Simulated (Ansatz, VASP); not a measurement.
**Two plane-wave programs on Mo**

File INCAR:

```
SYSTEM = Mo
PREC = Accurate
ENCUT = 520
EDIFF = 1E-6
ISMEAR = 0
SIGMA = 0.1
LREAL = .FALSE.
LASPH = .TRUE.
NELM = 60
ALGO = Normal
ISIF = 2
LWAVE = .FALSE.
LCHARG = .TRUE.
LDIPOL = .TRUE.
IDIPOL = 3
DIPOL = 0.5 0.5 0.500
GGA = PE
LELF = .TRUE.
LVHAR = .TRUE.
LVACPOTAV = .TRUE.
NBANDS = 21
```

KPOINTS

```
regular mesh
0
G
  4 4 1
  0 0 0
```

Contents of POSCAR:

```
Mo
1.0
    4.9391740000      0.0000000000      0.0000000000
    0.0000000000      4.9391740000      0.0000000000
    0.0000000000      0.0000000000     15.0000000000
Mo
2
Direct
    0.0000000000      0.5000000000      0.4775021300
    0.5000000000      0.0000000000      0.5224978700
```

Input for Ansatz:

```yaml
crystal:
  lattice:
    - [4.939174, 0.0, 0.0]
    - [0.0, 4.939174, 0.0]
    - [0.0, 0.0, 15.0]
  atoms:
    - { symbol: Mo, position: [0.0, 0.5, 0.47750213] }
    - { symbol: Mo, position: [0.5, 0.0, 0.52249787] }
  periodic: [true, true, false]
basis:
  ecutwfc: 420
kpoints:
  mp_grid: { grid: [4, 4, 1] }
hamiltonian:
  xc: pbe
scf:
  occupations: { method: gaussian, width: 0.1 }
  lower_state_search: "off"
output:
  forces: true
  stress: true
  eigenvalues: true
```

Alike in both runs: task single point; functional PBE; k mesh 4 × 4 × 1; occupations gaussian, width 0.1 eV; no spin polarisation.

```csv
,VASP,Ansatz
version,VASP 6.6.1,Ansatz 0.2.0
potentials or method,"VASP PAW PBE potentials, release 64 (Mo_sv), cutoff 520 eV","scalar-relativistic, plane waves, PAW"
valence electrons in the cell,28,28
```

Ansatz gave:

| Item | Value |
| --- | --- |
| gap on the k mesh at the Fermi level (eV) | none |
| rms of the force components (eV/Å) | 0.571 |

Estimate VASP's values.

gap on the k mesh at the Fermi level (eV): none; rms of the force components (eV/Å): 0.570.

Atom by atom the forces differ by 0.000 eV/Å (rms over components). A gap of «none» marks a metal or a gap that the smearing closes. Ansatz's warnings: slab cell height set.
